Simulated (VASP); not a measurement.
# V (Im-3m) in VASP: notebook

Runs on V. Level: PBE. Tasks: single point.

Everything below comes from runs of VASP 6.6.1. Logs are shortened: lines on timing, memory, paths and dates and some standing lists are left out, and cuts for length are marked.

### Step 1. The cell of the first run

The structure is cubic, space group Im-3m (No. 229). Conventional cell: a = 3.029 Å, b = 3.029 Å, c = 3.029 Å, α = 90.00°, β = 90.00°, γ = 90.00°. Within 3.5 Å of V (site symmetry m-3m) lie 14 V at 2.62 to 3.03 Å.

### Step 2. Single point, PBE, collinear spin, ferromagnetic start

INCAR reads:

```
PREC = Accurate ; ENCUT = 520
EDIFF = 1E-7 ; ISMEAR = -1
SIGMA = 0.05 ; LREAL = False
LASPH = True ; NELM = 150
ALGO = Normal ; ISIF = 2
LWAVE = False ; LCHARG = False
ISPIN = 2 ; MAGMOM = 2
LORBIT = 11 ; NUPDOWN = 2.0
LMAXMIX = 4 ; GGA = PE
NBANDS = 16
```

KPOINTS reads:

```
regular mesh
0
Gamma
  10 10 10
```

POSCAR reads:

```
V
1.0
   -1.5143500000      1.5143500000      1.5143500000
    1.5143500000     -1.5143500000      1.5143500000
    1.5143500000      1.5143500000     -1.5143500000
V
1
Direct
    0.0000000000      0.0000000000      0.0000000000
```

Potentials or basis: VASP PAW PBE potentials, release 64 (V_sv).

Started as:

```console
$ cat potpaw_PBE.64/V_sv/POTCAR > POTCAR
$ mpirun -np 1 vasp_std > vasp.out
```

OUTCAR:

```text
PREC = Accurate
   ENCUT = 520
   EDIFF = 1E-7
   ISMEAR = -1
   LREAL = False
   LASPH = True
   NELM = 150
   ISIF = 2
   ISPIN = 2
   LORBIT = 11
   NUPDOWN = 2.0
   GGA = PE

 ion  position               nearest neighbor table
   1  0.000  0.000  0.000-

  LATTYP: Found a body centered cubic cell.
 ALAT       =     3.0287000000

  Lattice vectors:

 A1 = (  -1.5143500000,   1.5143500000,   1.5143500000)
 A2 = (   1.5143500000,  -1.5143500000,   1.5143500000)
 A3 = (   1.5143500000,   1.5143500000,  -1.5143500000)

Analysis of symmetry for initial positions (statically):
=====================================================================
 Subroutine PRICEL returns:
 Original cell was already a primitive cell.

 Routine SETGRP: Setting up the symmetry group for a
 body centered cubic supercell.

 Subroutine GETGRP returns: Found 48 space group operations
 (whereof 48 operations were pure point group operations)
 out of a pool of 48 trial point group operations.

The static configuration has the point symmetry O_h .

Analysis of symmetry for dynamics (positions and initial velocities):
=====================================================================
 Subroutine PRICEL returns:
 Original cell was already a primitive cell.

 Routine SETGRP: Setting up the symmetry group for a
 body centered cubic supercell.

 Subroutine GETGRP returns: Found 48 space group operations
 (whereof 48 operations were pure point group operations)
 out of a pool of 48 trial point group operations.

The dynamic configuration has the point symmetry O_h .

Analysis of structural, dynamic, and magnetic symmetry:
=====================================================================
 Subroutine PRICEL returns:
 Original cell was already a primitive cell.

 Routine SETGRP: Setting up the symmetry group for a
 body centered cubic supercell.

 Subroutine GETGRP returns: Found 48 space group operations
 (whereof 48 operations were pure point group operations)
 out of a pool of 48 trial point group operations.

The overall configuration has the point symmetry O_h .

 Subroutine INISYM returns: Found 48 space group operations
 (whereof 48 operations are pure point group operations),
 and found     1 'primitive' translations

----------------------------------------------------------------------------------------

                                     Primitive cell

  volume of cell :      13.8912

  direct lattice vectors                    reciprocal lattice vectors
    -1.514350000  1.514350000  1.514350000     0.000000000  0.330174662  0.330174662
     1.514350000 -1.514350000  1.514350000     0.330174662  0.000000000  0.330174662
     1.514350000  1.514350000 -1.514350000     0.330174662  0.330174662  0.000000000

  length of vectors
     2.622931140  2.622931140  2.622931140     0.466937486  0.466937486  0.466937486

  position of ions in fractional coordinates (direct lattice)
     0.000000000  0.000000000  0.000000000

  ion indices of the primitive-cell ions
   primitive index   ion index
                 1           1

----------------------------------------------------------------------------------------

 KPOINTS: regular mesh

Automatic generation of k-mesh.
 Grid dimensions read from file:
 generate k-points for:   10   10   10

 Generating k-lattice:

  Cartesian coordinates                     Fractional coordinates (reciprocal lattice)
     0.000000000  0.033017466  0.033017466     0.100000000  0.000000000  0.000000000
     0.033017466  0.000000000  0.033017466     0.000000000  0.100000000  0.000000000
     0.033017466  0.033017466  0.000000000     0.000000000  0.000000000  0.100000000

  Length of vectors
     0.046693749  0.046693749  0.046693749

  Shift w.r.t. Gamma in fractional coordinates (k-lattice)
     0.000000000  0.000000000  0.000000000

 Subroutine IBZKPT returns following result:
 ===========================================

 Found     47 irreducible k-points:

 Following reciprocal coordinates:
            Coordinates               Weight
  0.000000  0.000000  0.000000      1.000000
  0.100000  0.000000  0.000000     12.000000
  0.200000  0.000000  0.000000     12.000000
  0.300000  0.000000  0.000000     12.000000
  0.400000  0.000000  0.000000     12.000000
  0.500000  0.000000  0.000000      6.000000
[... 16 lines left out ...]
  0.300000  0.300000  0.100000      8.000000
 -0.300000  0.300000  0.100000     24.000000
 [... further k-points ...]
   k-points           NKPTS =     47   k-points in BZ     NKDIM =     47   number of bands    NBANDS=     16
   number of dos      NEDOS =    301   number of ions     NIONS =      1
   total plane-waves  NPLWV =   8000
   dimension x,y,z NGX =    20 NGY =   20 NGZ =   20
   dimension x,y,z NGXF=    40 NGYF=   40 NGZF=   40
   ions per type =               1
   NGX,Y,Z   is equivalent  to a cutoff of  12.68, 12.68, 12.68 a.u.
   NGXF,Y,Z  is equivalent  to a cutoff of  25.35, 25.35, 25.35 a.u.
 SYSTEM =  unknown system
   PREC   = accura    normal or accurate (medium, high low for compatibility)
   ISTART =      0    job   : 0-new  1-cont  2-samecut
   ICHARG =      2    charge: 1-file 2-atom 10-const
   ISPIN  =      2    spin polarized calculation?
   LNONCOLLINEAR =      F non collinear calculations
   LSORBIT =      F    spin-orbit coupling
   LASPH  =      T    aspherical Exc in radial PAW
   ENCUT  =  520.0 eV  38.22 Ry    6.18 a.u.   4.88  4.88  4.88*2*pi/ulx,y,z
   NELM   =    150;   NELMIN=  2; NELMDL= -5     # of ELM steps
   EDIFF  = 0.1E-06   stopping-criterion for ELM
   LREAL  =      F    real-space projection
   EDIFFG = 0.1E-05   stopping-criterion for IOM
   NSW    =      0    number of steps for IOM
   IBRION =     -1    ionic relax: 0-MD 1-quasi-New 2-CG
   NFREE  =      0    steps in history (QN), initial steepest desc. (CG)
   ISIF   =      2    stress and relaxation
   ISYM   =      2    0-nonsym 1-usesym 2-fastsym
   POTIM  = 0.5000    time-step for ionic-motion
   TEBEG  =    0.0;   TEEND  =   0.0 temperature during run
   PSTRESS=    0.0 pullay stress
   NELECT =      13.0000    total number of electrons
   NUPDOWN=       2.0000    fix difference up-down
   EMIN   =  10.00;   EMAX   =-10.00  energy-range for DOS
   EFERMI =   0.00;   METHOD = LEGACY
   ISMEAR =    -1;   SIGMA  =   0.05  broadening in eV -4-tet -1-fermi 0-gaus
   EFERMI_NEDOS =   21; number of points for ismear=-14 and -15
   IALGO  =     38    algorithm
   IMIX   =      4    mixing-type and parameters
     AMIX     =   0.40;   BMIX     =  1.00
     AMIX_MAG =   1.60;   BMIX_MAG =  1.00
  volume/ion in A,a.u.               =      13.89        93.74
  Fermi-wavevector in a.u.,A,eV,Ry     =   1.601313  3.026044 34.888125  2.564205
  Thomas-Fermi vector in A             =   2.698311
   LORBIT       =     11    0 simple, 1 ext, 2 COOP (PROOUT), +10 PAW based schemes
   GGA     = PE    functional components
   LHFCALC =     F    Hartree Fock is set to
   AEXX    =    0.0000 exact exchange contribution
   IVDW    =     0    specifies the selected vdW correction
   LEPSILON=     F    determine dielectric tensor
   LRPA    =     F    only Hartree local field effects (RPA)
 spin polarized calculation
  energy-cutoff  :      520.00
  volume of cell :       13.89
 maximum number of plane-waves:       386
   NGX =  9   NGY =  9   NGZ =  9

 number of electron      12.9999997 magnetization       1.9999999

 Free energy of the ion-electron system (eV)
  ---------------------------------------------------
  ext. energy  EPLUGINS =         0.00000000
  ---------------------------------------------------
  free energy    TOTEN  =        -8.21965723 eV

  energy without entropy =       -8.20237736  energy(sigma->0) =       -8.21101730

 E-fermi :   9.3883     XC(G=0): -12.6564

 val. band max:       10.8464737801   @ k =  -0.3000   0.5000   0.1000
 cond. band min:       9.3894542443   @ k =  -0.3000   0.4000   0.1000
 fundamental gap:     -1.4570195358
 Fermi energy:        10.9109135222

 spin component 1

 k-point     1 :       0.0000    0.0000    0.0000
  band No.  band energies     occupation
      1     -54.7487      1.00000
      2     -28.1100      1.00000
      3     -28.1100      1.00000
      4     -28.1100      1.00000
      5       2.2863      1.00000
      6       9.1695      1.00000
[... 8 lines left out ...]
     15      36.0336      0.00000
     16      39.7405      0.00000

 k-point     2 :       0.1000    0.0000    0.0000
  band No.  band energies     occupation
      1     -54.7319      1.00000
      2     -28.1927      1.00000
      3     -28.1356      1.00000
      4     -28.1105      1.00000
      5       2.6756      1.00000
      6       9.0087      1.00000
[... 8 lines left out ...]
     15      36.3649      0.00000
     16      36.9187      0.00000
[... 387 lines left out ...]
      5       7.1821      1.00000
      6       7.9371      1.00000
[... 8 lines left out ...]
     15      36.4863      0.00000
     16      43.1269      0.00000

 k-point    24 :      -0.3000    0.3000    0.1000
  band No.  band energies     occupation
      1     -54.6191      1.00000
      2     -28.6506      1.00000
      3     -28.3118      1.00000
      4     -28.1739      1.00000
      5       5.3198      1.00000
      6       8.4372      1.00000
[... 8 lines left out ...]
     15      33.6780      0.00000
     16      35.8132      0.00000

 [... further k-points ...]

 spin component 2

 k-point     1 :       0.0000    0.0000    0.0000
  band No.  band energies     occupation
      1     -53.2039      1.00000
      2     -26.5781      1.00000
      3     -26.5781      1.00000
      4     -26.5781      1.00000
      5       3.4697      1.00000
      6      10.9803      0.00000
[... 8 lines left out ...]
     15      36.7423      0.00000
     16      41.5368      0.00000

 k-point     2 :       0.1000    0.0000    0.0000
  band No.  band energies     occupation
      1     -53.1870      1.00000
      2     -26.6611      1.00000
      3     -26.6033      1.00000
      4     -26.5788      1.00000
      5       3.8595      1.00000
      6      10.8103      0.00000
[... 8 lines left out ...]
     15      37.3552      0.00000
     16      38.4938      0.00000
[... 387 lines left out ...]
      5       8.8117      0.99999
      6       9.3870      0.50654
[... 8 lines left out ...]
     15      37.6959      0.00000
     16      44.4801      0.00000

 k-point    24 :      -0.3000    0.3000    0.1000
  band No.  band energies     occupation
      1     -53.0741      1.00000
      2     -27.1205      1.00000
      3     -26.7770      1.00000
      4     -26.6428      1.00000
      5       6.5368      1.00000
      6      10.0015      0.00000
[... 8 lines left out ...]
     15      35.1416      0.00000
     16      37.0169      0.00000

 [... further k-points ...]
[... 5 lines left out ...]
  --------------------------------------------------------------------------------------
  -------------------------------------------------------------------------------------
  Total        1.3393548      1.3393548      1.3393548      0.0000000      0.0000000      0.0000000
  in kB      154.4782840    154.4782840    154.4782840      0.0000000      0.0000000      0.0000000
  external PRESSURE =     154.4782840 kB  Pullay stress =       0.0000000 kB

 VOLUME and BASIS-vectors are now :
 -----------------------------------------------------------------------------
  energy-cutoff  :      520.00
  volume of cell :       13.89
      direct lattice vectors                 reciprocal lattice vectors
    -1.514350000  1.514350000  1.514350000     0.000000000  0.330174662  0.330174662
     1.514350000 -1.514350000  1.514350000     0.330174662  0.000000000  0.330174662
     1.514350000  1.514350000 -1.514350000     0.330174662  0.330174662  0.000000000

 POSITION                                       TOTAL-FORCE (eV/Angst)
 -----------------------------------------------------------------------------------
      0.00000      0.00000      0.00000        -0.000000      0.000000      0.000000
 -----------------------------------------------------------------------------------
    total drift:                               -0.000000      0.000000      0.000000

  FREE ENERGIE OF THE ION-ELECTRON SYSTEM (eV)
  ---------------------------------------------------
  free  energy   TOTEN  =        -8.2196572336 eV

  energy  without entropy=       -8.2023773568  energy(sigma->0) =       -8.21101730

 total charge

# of ion       s       p       d       tot
------------------------------------------
    1        2.336   6.214   3.079  11.628

 magnetization (x)

# of ion       s       p       d       tot
------------------------------------------
    1        0.015   0.101   1.569   1.685
```

Wall time 32 s (1 thread of Intel Xeon 8259CL, shared host); peak memory 0.14 GiB.

What came out:

- Free energy: -8.2197 eV
- Pressure: 15.4 GPa
- Net moment: 2.00 μB per cell
- Site moments: V +1.69 μB
- Valence electrons inside the program's atomic spheres: V 11.63

Caveat: the total moment is fixed, so each spin has its own Fermi level.

### Step 3. Single point, PBE, collinear spin, ferromagnetic start

INCAR reads:

```
PREC     = Accurate       # precision mode
ENCUT    = 520            # plane-wave cutoff, eV
EDIFF    = 1E-6           # SCF threshold, eV
ISMEAR   = -1             # smearing method
SIGMA    = 0.05           # smearing width, eV
LREAL    = False          # projectors in reciprocal space
LASPH    = True           # aspherical terms in the spheres
NELM     = 150            # most SCF steps
ALGO     = Normal         # electronic algorithm
ISIF     = 2              # what is computed and relaxed
LWAVE    = False          # write WAVECAR
LCHARG   = True           # write CHGCAR
ISPIN    = 2              # spin polarisation
MAGMOM   = 2.5            # initial moments
LORBIT   = 11             # projections on sites
NUPDOWN  = 2.5            # fixed moment
LMAXMIX  = 4              # l up to which the mixer works
GGA      = PE             # functional
LELF     = True           # ELF
LVHAR    = True         
NBANDS   = 16             # bands
```

KPOINTS is that of step 2.

POSCAR is that of step 2.

Potentials or basis: VASP PAW PBE potentials, release 64 (V_sv).

Started as:

```console
$ cat potpaw_PBE.64/V_sv/POTCAR > POTCAR
$ mpirun -np 1 vasp_std > vasp.out
```

Run time: 32 s. Hardware: 1 thread of Intel Xeon 8259CL, shared host; peak memory 0.14 GiB.

Results (log left out):

```yaml
Free_energy: -7.8145 eV
Pressure: 25.7 GPa
Net_moment: 2.50 μB per cell
Site_moments: V +2.11 μB
Valence_electrons_inside_the_program's_atomic_spheres: V 11.65
```

Caveat: the total moment is fixed, so each spin has its own Fermi level.

### Step 4. Single point, PBE, collinear spin, ferromagnetic start

INCAR reads:

```
SYSTEM = V
PREC = Accurate ; ENCUT = 520
EDIFF = 1E-6 ; ISMEAR = -1
SIGMA = 0.05 ; LREAL = .FALSE.
LASPH = .TRUE. ; NELM = 150
ALGO = Normal ; ISIF = 2
LWAVE = .FALSE. ; LCHARG = .FALSE.
ISPIN = 2 ; MAGMOM = 3
LORBIT = 11 ; NUPDOWN = 3.0
LMAXMIX = 4 ; GGA = PE
NBANDS = 16
```

KPOINTS reads:

```
Automatic mesh
0
G
  10 10 10
  0 0 0
```

POSCAR is that of step 3.

Started as:

```console
$ cat potpaw_PBE.64/V_sv/POTCAR > POTCAR
$ mpirun -np 1 vasp_std > vasp.out
```

Wall time 36 s (1 thread of Intel Xeon 8259CL, shared host); peak memory 0.14 GiB.

It converged, with:

* Free energy: -7.2951 eV
* Pressure: 37.3 GPa
* Net moment: 3.00 μB per cell
* Site moments: V +2.52 μB
* Valence electrons inside the program's atomic spheres: V 11.69

Caveat: the total moment is fixed, so each spin has its own Fermi level.

### Step 5. Single point, PBE, collinear spin, ferromagnetic start

INCAR reads:

```
SYSTEM = V
  PREC = Accurate
  ENCUT = 520
  EDIFF = 1E-6
  ISMEAR = -1
  SIGMA = 0.05
  LREAL = .FALSE.
  LASPH = .TRUE.
  NELM = 150
  ALGO = Normal
  ISIF = 2
  LWAVE = .FALSE.
  LCHARG = .FALSE.
  ISPIN = 2
  MAGMOM = 4
  LORBIT = 11
  NUPDOWN = 4.0
  LMAXMIX = 4
  GGA = PE
  NBANDS = 16
```

KPOINTS is that of step 4.

POSCAR is that of step 4.

Started as:

```console
$ cat potpaw_PBE.64/V_sv/POTCAR > POTCAR
$ mpirun -np 1 vasp_std > vasp.out
```

Run time: 38 s. Hardware: 1 thread of Intel Xeon 8259CL, shared host; peak memory 0.14 GiB.

It converged, with:

```yaml
Free_energy: -5.8577 eV
Pressure: 64.4 GPa
Net_moment: 4.00 μB per cell
Site_moments: V +3.29 μB
Valence_electrons_inside_the_program's_atomic_spheres: V 11.79
```

Caveat: the total moment is fixed, so each spin has its own Fermi level.

### Step 6. Overview

| fixed moment (μB) | pressure (GPa) | moment (μB) |
| --- | --- | --- |
| 2.0 | 15.4 | 2.00 |
| 2.5 | 25.7 | 2.50 |
| 3.0 | 37.3 | 3.00 |
| 4.0 | 64.4 | 4.00 |

Alike in all rows: task single point; level PBE; potentials or basis VASP PAW PBE potentials, release 64 (V_sv); spin collinear, ferromagnetic start; cell as given; k mesh 10 × 10 × 10; cutoff (eV) 520; smearing fermi-dirac 0.05 eV.

Caveats: the total moment is fixed, so each spin has its own Fermi level.

Absolute energies hang on the potentials; compare differences alone.
